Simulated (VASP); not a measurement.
Runs of VASP 6.6.1 on InTe3W. The structure is that of space group R32 (No. 155), or close to it. The cells are those of the table. 

```csv
task,cell,k mesh,gap on the mesh (eV),pressure (GPa),relaxed volume (Å³/atom),largest force (eV/Å)
single point,"a = 5.355 Å, angles 86.2°, 5 atoms",3 × 3 × 3,none,-0.1,-,0.02
relaxation of cell and atoms,"relaxed from a = 5.199 Å, angles 91.0°, 5 atoms",3 × 3 × 3,none,0.0,(b),0.01
single point,"a = 5.199 Å, angles 91.0°, 5 atoms",3 × 3 × 3,none,(a),-,0.08
single point,"a = 5.348 Å, angles 84.9°, 5 atoms",6 × 6 × 6,none,0.0,-,-
relaxation of cell and atoms,"relaxed from a = 5.355 Å, angles 86.2°, 5 atoms",6 × 6 × 6,none,0.0,30.24,0.01
```

Alike in all rows: level PBE; potentials or basis VASP PAW PBE potentials, release 64 (In_d, Te, W_sv); no spin polarisation; cutoff (eV) 500; smearing gaussian 0.1 eV.

Task: Fill in the values left out.

Result: (a) 6.4; (b) 30.45.

Caveats: some runs use coarse meshes; spin-orbit coupling is left out, which moves the levels of the heavy elements.

A k mesh can miss the band edges, and the runs leave out spin-orbit coupling on In, Te, W.

A gap of «none» marks levels without a gap at the run's occupations.
